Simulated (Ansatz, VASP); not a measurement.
**One calculation of Au, two programs**

```
CELL_PARAMETERS angstrom
2.53286 0.00000 0.00000
-1.26643 2.19352 0.00000
0.00000 0.00000 4.18188
ATOMIC_POSITIONS crystal
Au 0.33333 0.66667 0.25000
Au 0.66667 0.33333 0.75000
```

Change from the starting cell: volume scaled by 0.7, PAW files.

Alike in both runs: task single point; functional LDA; k mesh 15 × 15 × 8; occupations fermi-dirac, width 0.08 eV; no spin polarisation.

|  | VASP | Ansatz |
| --- | --- | --- |
| version | VASP 6.6.1 | Ansatz 0.2.0 |
| potentials or method | VASP PAW LDA potentials, release 64 (Au) | PAW with Ansatz's default frozen-core files, scalar-relativistic |
| plane-wave cutoff (eV) | 500 | 420 |
| valence electrons in the cell | 22 | 38 |

Ansatz gave:

| Quantity | Value |
| --- | --- |
| pressure (GPa) | 184.0 |
| traceless stress, the component that is largest in VASP (GPa) | -0.05 |

Task: Which values does VASP return?

Result: Pressure (GPa): 187.3; traceless stress, the component that is largest in VASP (GPa): -0.09.

LDA's correlation is that of Perdew and Zunger in VASP and of Perdew and Wang (1992) in Ansatz. Both programs put the cell under a high pressure, so it lies far from rest at this level. VASP's potentials hold 22 valence electrons a cell and Ansatz's 38, so a difference there can come from the potentials and not from the codes.

Spin-orbit coupling is off throughout. Noted on VASP's run: the cell as given lies far from equilibrium.
